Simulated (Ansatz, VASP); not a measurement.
**CsAs3Os2 in VASP and in Ansatz**

```
CELL_PARAMETERS angstrom
3.81025 0.00000 0.00000
-1.90513 3.29978 0.00000
0.00000 0.00000 21.49906
ATOMIC_POSITIONS crystal
Cs 0.00000 0.00000 0.25000
Cs 0.00000 0.00000 0.75000
As 0.00000 0.00000 0.50000
As 0.00000 0.00000 0.00000
As 0.33333 0.66667 0.37832
As 0.66667 0.33333 0.87832
As 0.66667 0.33333 0.62168
As 0.33333 0.66667 0.12168
Os 0.33333 0.66667 0.92595
Os 0.66667 0.33333 0.42595
Os 0.66667 0.33333 0.07405
Os 0.33333 0.66667 0.57405
```

Alike in both runs: functional PBE; k mesh 6 × 6 × 1; occupations gaussian, width 0.1 eV; no spin polarisation.

Ansatz relaxed the structure, and its values are those at the end. VASP's run is a single point on that final structure, the one shown.

|  | VASP | Ansatz |
| --- | --- | --- |
| version | VASP 6.6.1 | Ansatz 0.2.0 |
| potentials or method | VASP PAW PBE potentials, release 64 (Cs_sv, As, Os), cutoff 520 eV | scalar-relativistic, plane waves, PAW |
| valence electrons in the cell | 80 | 172 |

VASP gave:

```
gap on the k mesh at the Fermi level (eV) : none
pressure (GPa)                            : 0.3
rms of the force components (eV/Å)        : 0.015
```

Which values does Ansatz return?

gap on the k mesh at the Fermi level (eV): none; pressure (GPa): 0.0; rms of the force components (eV/Å): 0.002.

A gap of «none» marks a metal or a gap that the smearing closes. VASP's potentials hold 80 valence electrons a cell and Ansatz's 172, so a difference there can come from the potentials and not from the codes.

Neither program's run includes spin-orbit coupling.
